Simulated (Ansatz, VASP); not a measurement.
NbSi: VASP beside Ansatz

The input INCAR:

```
SYSTEM = NbSi
ALGO     = Normal         ! electronic algorithm
EDIFF    = 1E-6           ! SCF threshold, eV
ENCUT    = 500            ! plane-wave cutoff, eV
GGA      = PE             ! functional
GGA_COMPAT= .FALSE.      
ISIF     = 2              ! what is computed and relaxed
ISMEAR   = -1             ! smearing method
LASPH    = .TRUE.         ! aspherical terms in the spheres
LCHARG   = .FALSE.        ! write CHGCAR
LREAL    = .FALSE.        ! projectors in reciprocal space
LWAVE    = .FALSE.        ! write WAVECAR
NBANDS   = 16             ! bands
NELM     = 120            ! most SCF steps
PREC     = Accurate       ! precision mode
SIGMA    = 0.1            ! smearing width, eV
```

File KPOINTS:

```
k-points
0
G
  14 14 14
  0 0 0
```

File POSCAR:

```
NbSi
1.0
    0.0000000000      2.3210404718      2.3210404718
    2.3210404718      0.0000000000      2.3210404718
    2.3210404718      2.3210404718      0.0000000000
Nb Si
1 1
Direct
    0.0000000000      0.0000000000      0.0000000000
    0.5000000000      0.5000000000      0.5000000000
```

Input for Ansatz:

```yaml
crystal:
  lattice:
    - [0.0, 2.3210404718, 2.3210404718]
    - [2.3210404718, 0.0, 2.3210404718]
    - [2.3210404718, 2.3210404718, 0.0]
  atoms:
    - { symbol: Nb, position: [0.0, 0.0, 0.0] }
    - { symbol: Si, position: [0.5, 0.5, 0.5] }
kpoints:
  mp_grid: { grid: [14, 14, 14] }
scf:
  occupations: { method: fermi_dirac, width: 0.1 }
hamiltonian:
  xc: pbe
  pseudopotentials: { kind: paw }
output:
  forces: true
  stress: true
  eigenvalues: true
  write_density: true
  write_potential: true
  elf: true
  volumetric_format: npy
```

Change from the starting cell: volume scaled by 0.733, to set the pressure.

Alike in both runs: task single point; functional PBE; k mesh 14 × 14 × 14; occupations fermi-dirac, width 0.1 eV; no spin polarisation.

|  | VASP | Ansatz |
| --- | --- | --- |
| version | VASP 6.6.1 | Ansatz 0.2.0 |
| potentials or method | VASP PAW PBE potentials, release 64 (Nb_sv, Si) | PAW with Ansatz's default frozen-core files, scalar-relativistic |
| plane-wave cutoff (eV) | 500 | 420 |
| valence electrons in the cell | 17 | 17 |

|  | VASP | Ansatz | Ansatz less VASP |
| --- | --- | --- | --- |
| pressure (GPa) | 84.3 | 84.6 | +0.25 |

Both programs put the cell under a high pressure, so it lies far from rest at this level.

Noted on VASP's run: the cell as given lies far from equilibrium.
